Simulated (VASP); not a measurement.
**TePt: relaxation of cell and atoms with PBEsol**

Crystal: TePt.

```
Te Pt
1.0
     4.22774    0.00000    0.00000
    -2.11387    3.66133    0.00000
     0.00000    0.00000    5.52900
Te Pt
2 2
Direct
  0.33333 0.66667 0.25000
  0.66667 0.33333 0.75000
  0.00000 0.00000 0.00000
  0.00000 0.00000 0.50000
```

```yaml
Program: VASP 6.6.1
Task: relaxation of cell and atoms
Functional: PBEsol
Potentials_or_basis: VASP PAW PBE potentials, release 64 (Te, Pt)
Cutoff: 600 eV
k_mesh: 12 × 12 × 8
Occupations: gaussian, width 0.1 eV
Spin: no spin polarisation
Dipole_correction: no
Further_INCAR_settings: ALGO = Normal; EDIFF = 1e-06; IBRION = 2; EDIFFG = -0.005; NSW = 100; ISIF = 3
```

```json
{"Relaxed volume": "21.38 Å³/atom", "Relaxed cell": "a = 4.222 Å, b = 4.222 Å, c = 5.541 Å, α = 90.00°, β = 90.00°, γ = 120.00°", "Space group after relaxing (to 0.1 Å)": "P6_3/mmc (No. 194)", "Energy gained by relaxing": "0.1 meV/atom", "Ionic steps": "5", "Pressure after relaxing": "0.0 GPa", "Band gap on the k mesh": "zero (bands 16 and 17 overlap by 1.40 eV)"}
```

Step by step:
| step | energy change (eV) | largest force (eV/Å) | pressure (GPa) | volume (Å³) |
| --- | --- | --- | --- | --- |
| 1 | 0.0000 | 0.0000 | -0.08 | 85.58 |
| 2 | -0.0002 | 0.0000 | 0.11 | 85.46 |
| 3 | -0.0002 | 0.0000 | 0.13 | 85.45 |
| 4 | -0.0002 | 0.0000 | -0.12 | 85.60 |
| 5 | -0.0002 | 0.0000 | 0.02 | 85.52 |

Final structure:
```
Te Pt
1.0
     4.22170    0.00000    0.00000
    -2.11085    3.65610    0.00000
     0.00000    0.00000    5.54076
Te Pt
2 2
Direct
  0.33333 0.66667 0.25000
  0.66667 0.33333 0.75000
  0.00000 0.00000 0.00000
  0.00000 0.00000 0.50000
```

Levels at points of the mesh, in eV from the Fermi level:
```
           k point  band 12  band 13  band 14  band 15  band 16  band 17  band 18  band 19  band 20
(0.00, 0.00, 0.00)    -1.89    -1.65    -1.65     0.24     0.64     1.60     1.64     2.21     2.21
(0.50, 0.00, 0.00)    -2.87    -2.57    -2.06    -1.88    -1.59     1.40     2.55     3.43     3.62
(0.00, 0.00, 0.50)    -3.38    -2.58    -2.58     0.99     0.99     0.99     0.99     3.99     3.99
(0.50, 0.00, 0.50)    -2.96    -2.94    -2.94    -0.44    -0.44     0.43     0.43     2.59     2.59
```

Run time: 8.3 min on 1 thread of Intel Xeon 8259CL, on a shared host, peak memory 0.38 GiB.

Caveat: the PAW data sets were made with another functional, which shifts forces and pressure a little; spin-orbit coupling is left out, which moves the levels of the heavy elements.
